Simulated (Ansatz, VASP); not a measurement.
**TaN in VASP and in Ansatz**

```xyz
4
Lattice="3.0805 0.0000 0.0000 -1.5403 2.6678 0.0000 0.0000 0.0000 4.9400" Properties=species:S:1:pos:R:3 pbc="T T T"
Ta    0.0000    1.7785    0.0000
Ta    1.5403    0.8893    2.4700
N     0.0000    1.7785    1.9019
N     1.5403    0.8893    4.3719
```

Change from the starting cell: equal xx and yy strain of +1 %, PAW files.

Alike in both runs: task electric field gradients; functional LDA; k mesh 9 × 9 × 5; occupations fermi-dirac, width 0.03 eV; no spin polarisation.

|  | VASP | Ansatz |
| --- | --- | --- |
| version | VASP 6.6.1 | Ansatz 0.2.0 |
| potentials or method | VASP PAW LDA potentials, release 64 (Ta_pv, N) | PAW with Ansatz's default frozen-core files, scalar-relativistic |
| plane-wave cutoff (eV) | 520 | 420 |
| valence electrons in the cell | 32 | 36 |

|  | VASP | Ansatz | Ansatz less VASP |
| --- | --- | --- | --- |
| pressure (GPa) | 108.1 | 104.2 | -3.96 |
| traceless stress, the component that is largest in VASP (GPa) | -12.29 | -11.88 | +0.416 |
| rms of the force components (eV/Å) | 0.974 | 0.975 | +0.0012 |
| size of Vzz on the site where it differs most (V/Å²) | 109.3 | 115.2 | +5.88 |

LDA's correlation is that of Perdew and Zunger in VASP and of Perdew and Wang (1992) in Ansatz. Atom by atom the forces differ by 0.001 eV/Å (rms over components). Both programs put the cell under a high pressure, so it lies far from rest at this level. VASP's potentials hold 32 valence electrons a cell and Ansatz's 36, so a difference there can come from the potentials and not from the codes.

Neither program's run includes spin-orbit coupling. Noted on VASP's run: the cell as given lies far from equilibrium.
